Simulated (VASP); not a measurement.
A run of VASP 6.6.1 is set up as follows.

The input INCAR:

```
PREC = Accurate
ENCUT = 600
EDIFF = 1E-7
ISMEAR = 0
SIGMA = 0.1
LREAL = F
LASPH = T
NELM = 60
ALGO = Normal
ISIF = 3
LWAVE = F
LCHARG = F
GGA = PE
IVDW = 12
IBRION = 2
NSW = 70
EDIFFG = -0.005
```

KPOINTS

```
Automatic mesh
0
Gamma
  18 18 18
```

POSCAR

```
W
1.0
   -1.5917776932      1.5917776932      1.5917776932
    1.5917776932     -1.5917776932      1.5917776932
    1.5917776932      1.5917776932     -1.5917776932
W
1
Direct
    0.0000000000      0.0000000000      0.0000000000
```

Potentials or basis: VASP PAW PBE potentials, release 64 (W_sv).

Command:

```console
$ cat potpaw_PBE.64/W_sv/POTCAR > POTCAR
$ mpirun -np 1 vasp_std > vasp.out
```

Task: Predict the dispersion energy per atom.

Result: -0.698 eV.

Task: What does it give for the relaxed cell?

Result: a = 2.738 Å, b = 2.738 Å, c = 2.738 Å, α = 109.47°, β = 109.47°, γ = 109.47°.

Task: Estimate the space group after relaxing (to 0.05 Å).

Result: Im-3m (No. 229).

Task: Predict the relaxed volume.

Result: 15.80 Å³/atom.

Final structure:
```cif
data_structure
_symmetry_space_group_name_H-M 'P 1'
_symmetry_Int_Tables_number 1
_cell_length_a 2.7380
_cell_length_b 2.7380
_cell_length_c 2.7380
_cell_angle_alpha 109.471
_cell_angle_beta 109.471
_cell_angle_gamma 109.471
_cell_volume 15.80
loop_
_atom_site_label
_atom_site_type_symbol
_atom_site_fract_x
_atom_site_fract_y
_atom_site_fract_z
_atom_site_occupancy
W1 W 0.00000 0.00000 0.00000 1
```

Caveat: pairwise dispersion overbinds metals, which lowers pressure and volume.
